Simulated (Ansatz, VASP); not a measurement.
## One calculation of Al2O3, two programs

```
CELL_PARAMETERS angstrom
2.37947 1.37379 4.33176
-2.37947 1.37379 4.33176
0.00000 -2.74757 4.33176
ATOMIC_POSITIONS crystal
Al 0.35192 0.35192 0.35192
Al 0.14808 0.14808 0.14808
Al 0.64808 0.64808 0.64808
Al 0.85192 0.85192 0.85192
O 0.55634 0.94366 0.25000
O 0.25000 0.55634 0.94366
O 0.94366 0.25000 0.55634
O 0.44366 0.05634 0.75000
O 0.75000 0.44366 0.05634
O 0.05634 0.75000 0.44366
```

Alike in both runs: task single point; functional r2SCAN; k mesh 6 × 6 × 6; occupations gaussian, width 0.02 eV; no spin polarisation.

|  | VASP | Ansatz |
| --- | --- | --- |
| version | VASP 6.6.1 | Ansatz 0.2.0 |
| potentials or method | VASP PAW PBE potentials, release 64 (Al, O), cutoff 520 eV | scalar-relativistic, plane waves, PAW |
| valence electrons in the cell | 48 | 48 |

```tsv
	VASP	Ansatz	Ansatz less VASP
gap on the k mesh at the Fermi level (eV)	7.15	7.14	-0.017
least direct gap on the mesh (eV)	7.15	7.14	-0.017
```

VASP's potentials were made for PBE, not for r2SCAN.
